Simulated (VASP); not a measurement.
Here is a VASP 6.6.1 calculation.

Contents of INCAR:

```
SYSTEM = ZrO2
PREC = Accurate
ENCUT = 580
EDIFF = 1E-8
ISMEAR = 0
SIGMA = 0.01
LREAL = .FALSE.
LASPH = .TRUE.
NELM = 120
ALGO = Normal
ISIF = 2
LWAVE = .FALSE.
LCHARG = .FALSE.
METAGGA = R2SCAN
LMIXTAU = .TRUE.
LCALCEPS = .TRUE.
GGA_COMPAT = .FALSE.
KPAR = 4
```

KPOINTS

```
Automatic mesh
0
G
  6 6 4
  0 0 0
```

Contents of POSCAR:

```
ZrO2
1.0
    3.6010285391      0.0000000000      0.0000000000
    0.0000000000      3.6010285391      0.0000000000
    0.0000000000      0.0000000000      5.4362462070
Zr O
2 4
Direct
    0.0000000000      0.0000000000      0.0000000000
    0.5000000000      0.5000000000      0.5000000000
    0.0000000000      0.5000000000      0.3149811094
    0.0000000000      0.5000000000      0.8149811094
    0.5000000000      0.0000000000      0.6850188906
    0.5000000000      0.0000000000      0.1850188906
```

Potentials or basis: VASP PAW PBE potentials, release 64 (Zr_sv, O).

Launch:

```bash
$ cat potpaw_PBE.64/Zr_sv/POTCAR potpaw_PBE.64/O/POTCAR > POTCAR
$ mpirun -np 4 vasp_std > vasp.out
```

(1) Estimate the electronic dielectric tensor (diagonal).

(2) Estimate the Born charges (mean of the diagonal).

(3) Predict the band gap on the k mesh.

## Answers

(1) 5.20, 5.20, 4.56.

(2) Zr +5.38; O -2.69 e.

(3) 4.70 eV (least direct gap 4.75 eV).

Caveat: the cell differs from its parent crystal (uniaxial z strain +4.0%).
